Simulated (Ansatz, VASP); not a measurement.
LaCoPO: VASP beside Ansatz

```
La Co P O
1.0
     3.99126    0.00000    0.00000
     0.00000    3.99126    0.00000
     0.00000    0.00000    8.26493
La Co P O
2 2 2 2
Direct
  0.00000 0.50000 0.84687
  0.50000 0.00000 0.15313
  0.50000 0.50000 0.50000
  0.00000 0.00000 0.50000
  0.50000 0.00000 0.61837
  0.00000 0.50000 0.38163
  0.00000 0.00000 0.00000
  0.50000 0.50000 0.00000
```

Alike in both runs: task single point; functional PBE; k mesh 7 × 7 × 4; occupations fermi-dirac, width 0.1 eV; collinear spin; Hubbard terms Co d U = 2.0 eV.

|  | VASP | Ansatz |
| --- | --- | --- |
| version | VASP 6.6.1 | Ansatz 0.2.0 |
| potentials or method | VASP PAW PBE potentials, release 64 (La, Co, P, O), cutoff 520 eV | plane waves, PAW |
| valence electrons in the cell | 62 | 78 |

|  | VASP | Ansatz | Ansatz less VASP |
| --- | --- | --- | --- |
| gap on the k mesh at the Fermi level (eV) | none | none | - |
| net moment per atom (μB) | 0.17 | 0.17 | -0.005 |
| size of the moment on the site where the two differ most (μB) | 0.72 | 0.69 | -0.033 |

Site moments also hang on the region over which each program counts them. The programs project onto different local orbitals, so the same U acts differently, and such runs can settle in different states. A gap of «none» marks a metal or a gap that the smearing closes. VASP's potentials hold 62 valence electrons a cell and Ansatz's 78, so a difference there can come from the potentials and not from the codes. Ansatz's warnings: filled band counts differ across k points.

Neither program's run includes spin-orbit coupling.
